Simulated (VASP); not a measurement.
# Ti5C6 in VASP: relaxation of the atoms with PBEsol

Aim: the relaxation of the atoms of Ti5C6 with PBEsol.

Program: VASP 6.6.1. These are calculated values, not measurements. Logs are shortened: lines on timing, memory, paths and dates and some standing lists are left out, and cuts for length are marked.

### Step 1. The cell of the first run

The cell holds a slab with vacuum, 11 atoms: a = 3.036 Å, b = 3.036 Å, c = 27.394 Å, α = 90.00°, β = 90.00°, γ = 120.00°.

### Step 2. Relaxation of the atoms, PBEsol

INCAR reads:

```
SYSTEM = Ti5C6
PREC     = Accurate       ! precision mode
ENCUT    = 520            ! plane-wave cutoff, eV
EDIFF    = 1E-6           ! SCF threshold, eV
ISMEAR   = 0              ! smearing method
SIGMA    = 0.1            ! smearing width, eV
LREAL    = .False.        ! projectors in reciprocal space
LASPH    = .True.         ! aspherical terms in the spheres
NELM     = 60             ! most SCF steps
ALGO     = Fast           ! electronic algorithm
ISIF     = 2              ! what is computed and relaxed
LWAVE    = .False.        ! write WAVECAR
LCHARG   = .False.        ! write CHGCAR
LDIPOL   = .True.       
IDIPOL   = 3            
DIPOL    = 0.5 0.5 0.500
GGA      = PS             ! functional
IBRION   = 2              ! ionic algorithm
NSW      = 80             ! ionic steps
EDIFFG   = -0.02          ! ionic threshold
KPAR     = 4
```

KPOINTS reads:

```
Automatic mesh
0
Gamma
  12 12 1
  0 0 0
```

POSCAR reads:

```
Ti5C6
1.0
    3.0358717026      0.0000000000      0.0000000000
   -1.5179358513      2.6291420171      0.0000000000
    0.0000000000      0.0000000000     27.3938943266
C Ti
6 5
Direct
    0.3333333333      0.6666666667      0.2737836363
    0.0000000000      0.0000000000      0.3642701818
    0.6666666667      0.3333333333      0.4547567273
    0.3333333333      0.6666666667      0.5452432727
    0.0000000000      0.0000000000      0.6357298182
    0.6666666667      0.3333333333      0.7262163637
    0.6666666667      0.3333333333      0.3190269090
    0.3333333333      0.6666666667      0.4095134545
    0.0000000000      0.0000000000      0.5000000000
    0.6666666667      0.3333333333      0.5904865455
    0.3333333333      0.6666666667      0.6809730910
```

Potentials or basis: VASP PAW PBE potentials, release 64 (C, Ti_sv).

Command:

```sh
> cat potpaw_PBE.64/C/POTCAR potpaw_PBE.64/Ti_sv/POTCAR > POTCAR
> mpirun -np 4 vasp_std > vasp.out
```

OUTCAR:

```text
SYSTEM = Ti5C6
   PREC = Accurate
   ENCUT = 520
   EDIFF = 1E-6
   ISMEAR = 0
   LREAL = .False.
   LASPH = .True.
   NELM = 60
   ISIF = 2
   GGA = PS
   IBRION = 2
   NSW = 80
   EDIFFG = -0.02

 ion  position               nearest neighbor table
   1  0.333  0.667  0.274-   7 2.15   7 2.15   7 2.15
   2  0.000  0.000  0.364-   8 2.15   8 2.15   8 2.15   7 2.15   7 2.15   7 2.15
   3  0.667  0.333  0.455-   9 2.15   9 2.15   9 2.15   8 2.15   8 2.15   8 2.15
   4  0.333  0.667  0.545-   9 2.15   9 2.15   9 2.15  10 2.15  10 2.15  10 2.15
   5  0.000  0.000  0.636-  10 2.15  10 2.15  10 2.15  11 2.15  11 2.15  11 2.15
   6  0.667  0.333  0.726-  11 2.15  11 2.15  11 2.15
   7  0.667  0.333  0.319-   1 2.15   1 2.15   1 2.15   2 2.15   2 2.15   2 2.15
   8  0.333  0.667  0.410-   2 2.15   2 2.15   2 2.15   3 2.15   3 2.15   3 2.15
   9  0.000  0.000  0.500-   3 2.15   4 2.15   3 2.15   4 2.15   3 2.15   4 2.15
  10  0.667  0.333  0.590-   5 2.15   5 2.15   5 2.15   4 2.15   4 2.15   4 2.15
  11  0.333  0.667  0.681-   6 2.15   6 2.15   6 2.15   5 2.15   5 2.15   5 2.15

  LATTYP: Found a hexagonal cell.
 ALAT       =     3.0358717026
 C/A-ratio  =     9.0234031640

  Lattice vectors:

 A1 = (   3.0358717026,   0.0000000000,   0.0000000000)
 A2 = (  -1.5179358513,   2.6291420171,   0.0000000000)
 A3 = (   0.0000000000,   0.0000000000,  27.3938943266)

Analysis of symmetry for initial positions (statically):
=====================================================================
 Subroutine PRICEL returns:
 Original cell was already a primitive cell.

 Routine SETGRP: Setting up the symmetry group for a
 hexagonal supercell.

 Subroutine GETGRP returns: Found 12 space group operations
 (whereof 12 operations were pure point group operations)
 out of a pool of 24 trial point group operations.

The static configuration has the point symmetry D_3d.

Analysis of symmetry for dynamics (positions and initial velocities):
=====================================================================
 Subroutine PRICEL returns:
 Original cell was already a primitive cell.

 Routine SETGRP: Setting up the symmetry group for a
 hexagonal supercell.

 Subroutine GETGRP returns: Found 12 space group operations
 (whereof 12 operations were pure point group operations)
 out of a pool of 24 trial point group operations.

The dynamic configuration has the point symmetry D_3d.

 Subroutine INISYM returns: Found 12 space group operations
 (whereof 12 operations are pure point group operations),
 and found     1 'primitive' translations

----------------------------------------------------------------------------------------

[... 138 lines left out ...]
 Gauss-broadening in eV      SIGMA  =   0.10
  energy-cutoff  :      520.00
  volume of cell :      218.65
 maximum number of plane-waves:      5931
 NGX is ok and might be reduce to    24
   NGX = 11   NGY = 11   NGZ =101

--------------------------------------- Ionic step        1  -------------------------------------------

 number of electron      83.9999980 magnetization

 Free energy of the ion-electron system (eV)
  ---------------------------------------------------
  ext. energy  EPLUGINS =         0.00000000
  ---------------------------------------------------
  free energy    TOTEN  =      -100.21805726 eV

  energy without entropy =     -100.19311775  energy(sigma->0) =     -100.20558750

------------------------ aborting loop because EDIFF is reached ----------------------------------------

  FORCE on cell =-STRESS in cart. coord.  units (eV):
  Direction    XX          YY          ZZ          XY          YZ          ZX
  --------------------------------------------------------------------------------------
  -------------------------------------------------------------------------------------
  Total       -3.2009412     -3.2009412     -2.1385615      0.0000000      0.0000000     -0.0000000
  in kB      -23.4550869    -23.4550869    -15.6704363      0.0000000      0.0000000     -0.0000000
  external PRESSURE =     -20.8602034 kB  Pullay stress =       0.0000000 kB
[... 116 lines left out ...]
  FREE ENERGIE OF THE ION-ELECTRON SYSTEM (eV)
  ---------------------------------------------------
  free  energy   TOTEN  =      -100.3020590248 eV

  energy  without entropy=     -100.2653883811  energy(sigma->0) =     -100.28372370

 dipolmoment           0.000000      0.000000     -0.000000 electrons x Angstroem

[... ionic steps 4 to 13 ...]

--------------------------------------- Ionic step       14  -------------------------------------------

 number of electron      83.9999981 magnetization

------------------------ aborting loop because EDIFF is reached ----------------------------------------
[... 85 lines left out ...]
--------------------------------------- Ionic step       16  -------------------------------------------

 number of electron      83.9999983 magnetization

 dipolmoment           0.000000      0.000000      0.000000 electrons x Angstroem

 Free energy of the ion-electron system (eV)
  ---------------------------------------------------
  ext. energy  EPLUGINS =         0.00000000
  ---------------------------------------------------
  free energy    TOTEN  =      -100.32792787 eV

  energy without entropy =     -100.28924614  energy(sigma->0) =     -100.30858700

 E-fermi :   1.1265     XC(G=0):  -6.9683

 val. band max:        1.1251962725   @ k =   0.1667   0.0000   0.0000
 cond. band min:       1.1434868207   @ k =   0.2500   0.2500   0.0000
 fundamental gap:      0.0182905481
 Fermi energy:         1.1264752577

 k-point     1 :       0.0000    0.0000    0.0000
  band No.  band energies     occupation
      1     -55.2554      2.00000
      2     -55.2007      2.00000
      3     -55.1840      2.00000
      4     -54.6376      2.00000
      5     -54.6376      2.00000
      6     -31.8601      2.00000
[... 996 lines left out ...]
     49       3.8442      0.00000
     50       3.9013      0.00000

------------------------ aborting loop because EDIFF is reached ----------------------------------------

 vacuum level on the upper side and lower side of the slab       (xc-potential included)        -0.110        -0.110

  FORCE on cell =-STRESS in cart. coord.  units (eV):
  Direction    XX          YY          ZZ          XY          YZ          ZX
  --------------------------------------------------------------------------------------
  -------------------------------------------------------------------------------------
  Total       -0.8577360     -0.8577360     -0.0605503      0.0000000      0.0000000      0.0000000
  in kB       -6.2851114     -6.2851114     -0.4436857      0.0000000      0.0000000      0.0000000
  external PRESSURE =      -4.3379695 kB  Pullay stress =       0.0000000 kB
[... 26 lines left out ...]
  FREE ENERGIE OF THE ION-ELECTRON SYSTEM (eV)
  ---------------------------------------------------
  free  energy   TOTEN  =      -100.3279278684 eV

  energy  without entropy=     -100.2892461363  energy(sigma->0) =     -100.30858700

 reached required accuracy - stopping structural energy minimisation

 vacuum level on the upper side and lower side of the slab         7.728         7.728
```

OSZICAR:

```text
N       E                     dE             d eps       ncg     rms          rms(c)
DAV:   1     0.115152704380E+04    0.11515E+04   -0.43909E+04  2052   0.179E+03
DAV:   2     0.668153271416E+02   -0.10847E+04   -0.10617E+04  2016   0.557E+02
DAV:   3    -0.100513413891E+03   -0.16733E+03   -0.16424E+03  2960   0.194E+02
[... 285 lines left out ...]
RMM:   2    -0.100327926308E+03   -0.18169E-05   -0.52928E-05  2424   0.464E-02    0.131E-02
RMM:   3    -0.100327927549E+03   -0.12407E-05   -0.21588E-05  2420   0.199E-02    0.996E-03
RMM:   4    -0.100327929189E+03   -0.16405E-05   -0.95578E-06  2023   0.120E-02    0.888E-03
RMM:   5    -0.100327928035E+03    0.11538E-05   -0.56896E-06  1940   0.911E-03    0.292E-03
RMM:   6    -0.100327927868E+03    0.16699E-06   -0.97384E-07  1341   0.597E-03
  16 F= -.10032793E+03 E0= -.10030859E+03  d E =-.386280E-04
```

CONTCAR:

```text
Ti5C6
   1.00000000000000
     3.0358717026000002    0.0000000000000000    0.0000000000000000
    -1.5179358513000001    2.6291420171000000    0.0000000000000000
     0.0000000000000000    0.0000000000000000   27.3938943266000017
  C               Ti
     6     5
Direct
     0.3333333332999970    0.6666666667000030    0.2777129884703916
     1.0000000000000000    0.0000000000000000    0.3638918102911881
     0.6666666667000030    0.3333333332999970    0.4545614363243143
     0.3333333332999970    0.6666666667000030    0.5454385636756857
     0.0000000000000000    1.0000000000000000    0.6361081897088120
     0.6666666667000030    0.3333333332999970    0.7222870115296083
     0.6666666667000030    0.3333333332999970    0.3187234287536720
     0.3333333332999970    0.6666666667000030    0.4096254174218725
     1.0000000000000000    0.0000000000000000    0.5000000000000000
     0.6666666667000030    0.3333333332999970    0.5903745825781274
     0.3333333332999970    0.6666666667000030    0.6812765712463279

  0.00000000E+00  0.00000000E+00  0.00000000E+00
  0.00000000E+00  0.00000000E+00  0.00000000E+00
  0.00000000E+00  0.00000000E+00  0.00000000E+00
  0.00000000E+00  0.00000000E+00  0.00000000E+00
  0.00000000E+00  0.00000000E+00  0.00000000E+00
  0.00000000E+00  0.00000000E+00  0.00000000E+00
  0.00000000E+00  0.00000000E+00  0.00000000E+00
  0.00000000E+00  0.00000000E+00  0.00000000E+00
  0.00000000E+00  0.00000000E+00  0.00000000E+00
  0.00000000E+00  0.00000000E+00  0.00000000E+00
  0.00000000E+00  0.00000000E+00  0.00000000E+00
```

Run time: 37 min. Hardware: 4 MPI ranks of Oxide Virtual Turin-like, shared host; peak memory 0.45 GiB.

What came out:

```
Free energy                  : -100.3279 eV
Energy gained by relaxing    : 10.0 meV/atom
Ionic steps                  : 16
Largest force after relaxing : 0.017 eV/Å
Band gap on the k mesh       : zero (bands 42 and 43 overlap by 1.09 eV)
```

Forces on the atoms (eV/Å):
```
C    0.000  0.000  0.001
C    0.000  0.000  0.017
C    0.000  0.000 -0.012
C    0.000  0.000  0.012
C    0.000  0.000 -0.017
C    0.000  0.000 -0.001
Ti   0.000  0.000 -0.012
Ti   0.000  0.000  0.002
Ti   0.000  0.000  0.000
Ti   0.000  0.000 -0.002
Ti   0.000  0.000  0.012
```

Step by step:
```tsv
step	energy change (eV)	largest force (eV/Å)	pressure (GPa)
1	0.0000	0.8968	-2.09
2	-0.0836	0.4070	-1.54
3	-0.0840	0.4590	-1.49
4	-0.1031	0.1262	-1.17
5	-0.1040	0.1796	-1.07
6	-0.1068	0.0406	-0.98
7	-0.1069	0.0382	-0.95
8	-0.1074	0.0324	-0.90
9	-0.1085	0.0491	-0.76
10	-0.1087	0.1365	-0.46
11	-0.1090	0.0924	-0.59
12	-0.1092	0.0760	-0.56
13	-0.1097	0.0416	-0.49
14	-0.1094	0.0658	-0.34
15	-0.1098	0.0251	-0.44
16	-0.1099	0.0173	-0.43
```

Final structure:
```
C Ti
1.0
     3.03587    0.00000    0.00000
    -1.51794    2.62914    0.00000
     0.00000    0.00000   27.39389
C Ti
6 5
Cartesian
  0.0000 1.7528 7.6076
  3.0359 0.0000 9.9684
  1.5179 0.8764 12.4522
  0.0000 1.7528 14.9417
  -1.5179 2.6291 17.4255
  1.5179 0.8764 19.7863
  1.5179 0.8764 8.7311
  0.0000 1.7528 11.2212
  3.0359 0.0000 13.6969
  1.5179 0.8764 16.1727
  0.0000 1.7528 18.6628
```

Caveat: the PAW data sets were made with another functional, which shifts forces and pressure a little.
